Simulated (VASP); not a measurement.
# CdS (I-4m2) in VASP: a series of runs

The runs below take CdS through single point, with PBE.

All numbers are computed with VASP 6.6.1; they aren't measurements. Logs are shortened: lines on timing, memory, paths and dates and some standing lists are left out, and cuts for length are marked.

## (1) The cell of the first run

The structure is tetragonal, space group I-4m2 (No. 119). The conventional cell has a = 4.280 Å, b = 4.280 Å, c = 5.820 Å, α = 90.00°, β = 90.00°, γ = 90.00°. Within 3.4 Å of Cd (site symmetry -4m2) lie 4 S at 2.59 Å. S (site symmetry -4m2) has 4 Cd at 2.59 Å within 3.4 Å.

## (2) Single point, PBE (strain +0.040 along x and y, +0.000 along z)

Contents of INCAR:

```
PREC = Accurate
ENCUT = 520
EDIFF = 1E-6
ISMEAR = 0
SIGMA = 0.05
LREAL = False
LASPH = True
NELM = 80
ALGO = Normal
ISIF = 2
LWAVE = False
LCHARG = False
GGA = PE
NBANDS = 16
```

Contents of KPOINTS:

```
regular mesh
0
Gamma
  8 8 8
```

Contents of POSCAR:

```
CdS
1.0
    0.0000000000      3.0264000000      2.9100000000
    3.0264000000      0.0000000000      2.9100000000
    3.0264000000      3.0264000000      0.0000000000
Cd S
1 1
Direct
    0.0000000000      0.0000000000      0.0000000000
    0.7500000000      0.7500000000      0.7500000000
```

Potentials or basis: VASP PAW PBE potentials, release 64 (Cd, S).

On the command line:

```bash
cat potpaw_PBE.64/Cd/POTCAR potpaw_PBE.64/S/POTCAR > POTCAR
mpirun -np 1 vasp_std > vasp.out
```

OUTCAR:

```text
PREC = Accurate
   ENCUT = 520
   EDIFF = 1E-6
   ISMEAR = 0
   LREAL = False
   LASPH = True
   NELM = 80
   ISIF = 2
   GGA = PE

 ion  position               nearest neighbor table
   1  0.000  0.000  0.000-   2 2.59   2 2.59   2 2.59   2 2.59
   2  0.750  0.750  0.750-   1 2.59   1 2.59   1 2.59   1 2.59

  LATTYP: Found a body centered tetragonal cell.
 ALAT       =     4.2799759252
 C/A-ratio  =     1.3598207331

  Lattice vectors:

 A1 = (   0.0000000000,  -3.0264000000,  -2.9100000000)
 A2 = (   0.0000000000,   3.0264000000,  -2.9100000000)
 A3 = (   3.0264000000,   0.0000000000,   2.9100000000)

Analysis of symmetry for initial positions (statically):
=====================================================================
 Subroutine PRICEL returns:
 Original cell was already a primitive cell.

 Routine SETGRP: Setting up the symmetry group for a
 body centered tetragonal supercell.

 Subroutine GETGRP returns: Found  8 space group operations
 (whereof  8 operations were pure point group operations)
 out of a pool of 16 trial point group operations.

The static configuration has the point symmetry D_2d.

Analysis of symmetry for dynamics (positions and initial velocities):
=====================================================================
 Subroutine PRICEL returns:
 Original cell was already a primitive cell.

 Routine SETGRP: Setting up the symmetry group for a
 body centered tetragonal supercell.

 Subroutine GETGRP returns: Found  8 space group operations
 (whereof  8 operations were pure point group operations)
 out of a pool of 16 trial point group operations.

The dynamic configuration has the point symmetry D_2d.

 Subroutine INISYM returns: Found  8 space group operations
 (whereof  8 operations are pure point group operations),
 and found     1 'primitive' translations

----------------------------------------------------------------------------------------

                                     Primitive cell

  volume of cell :      53.3059

  direct lattice vectors                    reciprocal lattice vectors
     0.000000000  3.026400000  2.910000000    -0.165212794  0.165212794  0.171821306
     3.026400000  0.000000000  2.910000000     0.165212794 -0.165212794  0.171821306
     3.026400000  3.026400000  0.000000000     0.165212794  0.165212794 -0.171821306

  length of vectors
[... 74 lines left out ...]
   ISTART =      0    job   : 0-new  1-cont  2-samecut
   ICHARG =      2    charge: 1-file 2-atom 10-const
   ISPIN  =      1    spin polarized calculation?
   LNONCOLLINEAR =      F non collinear calculations
   LSORBIT =      F    spin-orbit coupling
   LASPH  =      T    aspherical Exc in radial PAW
   ENCUT  =  520.0 eV  38.22 Ry    6.18 a.u.   7.81  7.81  7.96*2*pi/ulx,y,z
   NELM   =     80;   NELMIN=  2; NELMDL= -5     # of ELM steps
   EDIFF  = 0.1E-05   stopping-criterion for ELM
   LREAL  =      F    real-space projection
   EDIFFG = 0.1E-04   stopping-criterion for IOM
   NSW    =      0    number of steps for IOM
   IBRION =     -1    ionic relax: 0-MD 1-quasi-New 2-CG
   NFREE  =      0    steps in history (QN), initial steepest desc. (CG)
   ISIF   =      2    stress and relaxation
   ISYM   =      2    0-nonsym 1-usesym 2-fastsym
   POTIM  = 0.5000    time-step for ionic-motion
   TEBEG  =    0.0;   TEEND  =   0.0 temperature during run
   PSTRESS=    0.0 pullay stress
   NELECT =      18.0000    total number of electrons
   NUPDOWN=      -1.0000    fix difference up-down
   EMIN   =  10.00;   EMAX   =-10.00  energy-range for DOS
   EFERMI =   0.00;   METHOD = LEGACY
   ISMEAR =     0;   SIGMA  =   0.05  broadening in eV -4-tet -1-fermi 0-gaus
   EFERMI_NEDOS =   21; number of points for ismear=-14 and -15
   IALGO  =     38    algorithm
   IMIX   =      4    mixing-type and parameters
     AMIX     =   0.40;   BMIX     =  1.00
     AMIX_MAG =   1.60;   BMIX_MAG =  1.00
  volume/ion in A,a.u.               =      26.65       179.86
  Fermi-wavevector in a.u.,A,eV,Ry     =   1.140006  2.154299 17.682316  1.299614
  Thomas-Fermi vector in A             =   2.276709
   LORBIT       =      0    0 simple, 1 ext, 2 COOP (PROOUT), +10 PAW based schemes
   GGA     = PE    functional components
   LHFCALC =     F    Hartree Fock is set to
   AEXX    =    0.0000 exact exchange contribution
   IVDW    =     0    specifies the selected vdW correction
   LEPSILON=     F    determine dielectric tensor
   LRPA    =     F    only Hartree local field effects (RPA)
 non-spin polarized calculation
 Gauss-broadening in eV      SIGMA  =   0.05
  energy-cutoff  :      520.00
  volume of cell :       53.31
 maximum number of plane-waves:      1452
   NGX = 15   NGY = 15   NGZ = 15

 number of electron      17.9999993 magnetization

 Free energy of the ion-electron system (eV)
  ---------------------------------------------------
  ext. energy  EPLUGINS =         0.00000000
  ---------------------------------------------------
  free energy    TOTEN  =        -6.14131465 eV

  energy without entropy =       -6.14131465  energy(sigma->0) =       -6.14131465

 E-fermi :   1.0682     XC(G=0):  -8.8198

 val. band max:        0.7943186669   @ k =   0.0000   0.0000   0.0000
 cond. band min:       1.7119847773   @ k =   0.0000   0.0000   0.0000
 fundamental gap:      0.9176661104
 Fermi energy:         1.0681524780

 k-point     1 :       0.0000    0.0000    0.0000
  band No.  band energies     occupation
      1     -11.2258      2.00000
      2      -6.7765      2.00000
      3      -6.7765      2.00000
      4      -6.7562      2.00000
      5      -6.3888      2.00000
      6      -6.3784      2.00000
[... 433 lines left out ...]
      3      -6.6481      2.00000
      4      -6.4266      2.00000
      5      -6.3575      2.00000
      6      -6.2997      2.00000
[... 8 lines left out ...]
     15      12.4319      0.00000
     16      12.8131      0.00000

 [... further k-points ...]
[... 5 lines left out ...]
  --------------------------------------------------------------------------------------
  -------------------------------------------------------------------------------------
  Total       -0.4141526     -0.4141526     -0.1646665      0.0000000     -0.0000000      0.0000000
  in kB      -12.4478794    -12.4478794     -4.9492605      0.0000000     -0.0000000      0.0000000
  external PRESSURE =      -9.9483398 kB  Pullay stress =       0.0000000 kB

 VOLUME and BASIS-vectors are now :
 -----------------------------------------------------------------------------
  energy-cutoff  :      520.00
  volume of cell :       53.31
      direct lattice vectors                 reciprocal lattice vectors
     0.000000000  3.026400000  2.910000000    -0.165212794  0.165212794  0.171821306
     3.026400000  0.000000000  2.910000000     0.165212794 -0.165212794  0.171821306
     3.026400000  3.026400000  0.000000000     0.165212794  0.165212794 -0.171821306

 POSITION                                       TOTAL-FORCE (eV/Angst)
 -----------------------------------------------------------------------------------
      0.00000      0.00000      0.00000        -0.000000     -0.000000     -0.000000
      4.53960      4.53960      4.36500         0.000000      0.000000      0.000000
 -----------------------------------------------------------------------------------
    total drift:                                0.000001      0.000001      0.000000

  FREE ENERGIE OF THE ION-ELECTRON SYSTEM (eV)
  ---------------------------------------------------
  free  energy   TOTEN  =        -6.1413146454 eV

  energy  without entropy=       -6.1413146454  energy(sigma->0) =       -6.14131465
```

It took 28 s on 1 thread of AMD EPYC 9R45 (Zen 5), shared host; peak memory 0.17 GiB.

What came out:

```yaml
Free_energy: -6.1413 eV
Pressure: -1.0 GPa
Band_gap_on_the_k_mesh: 0.92 eV, direct
```

Stress tensor (GPa, compression positive):
```
-1.24  0.00  0.00
 0.00 -1.24  0.00
 0.00  0.00 -0.49
```

Levels at points of the mesh, in eV from the valence-band top:
| k point | band 6 | band 7 | band 8 | band 9 | band 10 | band 11 | band 12 | band 13 |
| --- | --- | --- | --- | --- | --- | --- | --- | --- |
| (0.00, 0.00, 0.00) | -7.17 | -0.10 | -0.10 | 0.00 | 0.92 | 6.49 | 6.49 | 6.49 |
| (0.50, 0.00, 0.00) | -6.86 | -4.05 | -0.79 | -0.65 | 2.82 | 6.79 | 7.06 | 7.22 |
| (0.50, 0.50, 0.00) | -6.75 | -3.57 | -1.80 | -1.80 | 3.52 | 3.96 | 9.11 | 10.22 |
| (0.50, 0.00, 0.50) | -6.82 | -3.78 | -1.68 | -1.63 | 3.64 | 4.28 | 8.75 | 10.10 |

Caveat: the cell differs from its parent crystal (strain +0.040 along x and y, +0.000 along z).

## (3) Single point, PBE (strain +0.080 along x and y, -0.040 along z)

Contents of INCAR:

```
  PREC = Accurate
  ENCUT = 520
  EDIFF = 1E-6
  ISMEAR = 0
  SIGMA = 0.05
  LREAL = False
  LASPH = True
  NELM = 60
  ALGO = Normal
  ISIF = 2
  LWAVE = False
  LCHARG = False
  GGA = PE
  NBANDS = 16
```

KPOINTS is that of step 2.

Contents of POSCAR:

```
CdS
1.0
    0.0000000000      3.1428000000      2.7936000000
    3.1428000000      0.0000000000      2.7936000000
    3.1428000000      3.1428000000      0.0000000000
Cd S
1 1
Direct
    0.0000000000      0.0000000000      0.0000000000
    0.7500000000      0.7500000000      0.7500000000
```

Potentials or basis: VASP PAW PBE potentials, release 64 (Cd, S).

On the command line:

```bash
cat potpaw_PBE.64/Cd/POTCAR potpaw_PBE.64/S/POTCAR > POTCAR
mpirun -np 1 vasp_std > vasp.out
```

OUTCAR:

```text
PREC = Accurate
   ENCUT = 520
   EDIFF = 1E-6
   ISMEAR = 0
   LREAL = False
   LASPH = True
   NELM = 60
   ISIF = 2
   GGA = PE

 ion  position               nearest neighbor table
   1  0.000  0.000  0.000-   2 2.62   2 2.62   2 2.62   2 2.62
   2  0.750  0.750  0.750-   1 2.62   1 2.62   1 2.62   1 2.62

  LATTYP: Found a body centered tetragonal cell.
 ALAT       =     4.4445903838
 C/A-ratio  =     1.2570787221

  Lattice vectors:

 A1 = (   0.0000000000,  -3.1428000000,  -2.7936000000)
 A2 = (   0.0000000000,   3.1428000000,  -2.7936000000)
 A3 = (   3.1428000000,   0.0000000000,   2.7936000000)

Analysis of symmetry for initial positions (statically):
=====================================================================
 Subroutine PRICEL returns:
 Original cell was already a primitive cell.

 Routine SETGRP: Setting up the symmetry group for a
 body centered tetragonal supercell.

 Subroutine GETGRP returns: Found  8 space group operations
 (whereof  8 operations were pure point group operations)
 out of a pool of 16 trial point group operations.

The static configuration has the point symmetry D_2d.

Analysis of symmetry for dynamics (positions and initial velocities):
=====================================================================
 Subroutine PRICEL returns:
 Original cell was already a primitive cell.

 Routine SETGRP: Setting up the symmetry group for a
 body centered tetragonal supercell.

 Subroutine GETGRP returns: Found  8 space group operations
 (whereof  8 operations were pure point group operations)
 out of a pool of 16 trial point group operations.

The dynamic configuration has the point symmetry D_2d.

 Subroutine INISYM returns: Found  8 space group operations
 (whereof  8 operations are pure point group operations),
 and found     1 'primitive' translations

[... 105 lines left out ...]
   NELECT =      18.0000    total number of electrons
   NUPDOWN=      -1.0000    fix difference up-down
   EMIN   =  10.00;   EMAX   =-10.00  energy-range for DOS
   EFERMI =   0.00;   METHOD = LEGACY
   ISMEAR =     0;   SIGMA  =   0.05  broadening in eV -4-tet -1-fermi 0-gaus
   EFERMI_NEDOS =   21; number of points for ismear=-14 and -15
   IALGO  =     38    algorithm
   IMIX   =      4    mixing-type and parameters
     AMIX     =   0.40;   BMIX     =  1.00
     AMIX_MAG =   1.60;   BMIX_MAG =  1.00
  volume/ion in A,a.u.               =      27.59       186.21
  Fermi-wavevector in a.u.,A,eV,Ry     =   1.126911  2.129554 17.278436  1.269929
  Thomas-Fermi vector in A             =   2.263595
   LORBIT       =      0    0 simple, 1 ext, 2 COOP (PROOUT), +10 PAW based schemes
   GGA     = PE    functional components
   LHFCALC =     F    Hartree Fock is set to
   AEXX    =    0.0000 exact exchange contribution
   IVDW    =     0    specifies the selected vdW correction
   LEPSILON=     F    determine dielectric tensor
   LRPA    =     F    only Hartree local field effects (RPA)
 non-spin polarized calculation
 Gauss-broadening in eV      SIGMA  =   0.05
  energy-cutoff  :      520.00
  volume of cell :       55.19
 maximum number of plane-waves:      1522
   NGX = 15   NGY = 15   NGZ = 17

 number of electron      18.0000000 magnetization

 Free energy of the ion-electron system (eV)
  ---------------------------------------------------
  ext. energy  EPLUGINS =         0.00000000
  ---------------------------------------------------
  free energy    TOTEN  =        -6.09330385 eV

  energy without entropy =       -6.09330385  energy(sigma->0) =       -6.09330385

 E-fermi :   0.9067     XC(G=0):  -8.6755

 val. band max:        0.6210956831   @ k =   0.0000   0.0000   0.0000
 cond. band min:       1.3316248489   @ k =   0.0000   0.0000   0.0000
 fundamental gap:      0.7105291658
 Fermi energy:         0.9066640697

 k-point     1 :       0.0000    0.0000    0.0000
  band No.  band energies     occupation
      1     -11.2896      2.00000
      2      -6.9560      2.00000
      3      -6.9560      2.00000
      4      -6.9049      2.00000
      5      -6.6189      2.00000
      6      -6.5939      2.00000
[... 433 lines left out ...]
      3      -6.8185      2.00000
      4      -6.6298      2.00000
      5      -6.6056      2.00000
      6      -6.5188      2.00000
[... 8 lines left out ...]
     15      11.7445      0.00000
     16      12.8422      0.00000

 [... further k-points ...]
[... 5 lines left out ...]
  --------------------------------------------------------------------------------------
  -------------------------------------------------------------------------------------
  Total       -1.2128898     -1.2128898     -0.4702574      0.0000000     -0.0000000      0.0000000
  in kB      -35.2130972    -35.2130972    -13.6526979      0.0000000     -0.0000000      0.0000000
  external PRESSURE =     -28.0262974 kB  Pullay stress =       0.0000000 kB

 VOLUME and BASIS-vectors are now :
 -----------------------------------------------------------------------------
  energy-cutoff  :      520.00
  volume of cell :       55.19
      direct lattice vectors                 reciprocal lattice vectors
     0.000000000  3.142800000  2.793600000    -0.159093802  0.159093802  0.178980527
     3.142800000  0.000000000  2.793600000     0.159093802 -0.159093802  0.178980527
     3.142800000  3.142800000  0.000000000     0.159093802  0.159093802 -0.178980527

 POSITION                                       TOTAL-FORCE (eV/Angst)
 -----------------------------------------------------------------------------------
      0.00000      0.00000      0.00000         0.000000      0.000000      0.000000
      4.71420      4.71420      4.19040        -0.000000     -0.000000     -0.000000
 -----------------------------------------------------------------------------------
    total drift:                               -0.000000     -0.000000      0.000004

  FREE ENERGIE OF THE ION-ELECTRON SYSTEM (eV)
  ---------------------------------------------------
  free  energy   TOTEN  =        -6.0933038526 eV

  energy  without entropy=       -6.0933038526  energy(sigma->0) =       -6.09330385
```

Wall time 32 s (1 thread of AMD EPYC 9R45 (Zen 5), shared host); peak memory 0.18 GiB.

What came out:

| Item | Value |
| --- | --- |
| Free energy | -6.0933 eV |
| Pressure | -2.8 GPa |
| Band gap on the k mesh | 0.71 eV, direct |

Stress tensor (GPa, compression positive):
```
-3.52  0.00  0.00
 0.00 -3.52  0.00
 0.00  0.00 -1.37
```

Caveat: the cell differs from its parent crystal (strain +0.080 along x and y, -0.040 along z).
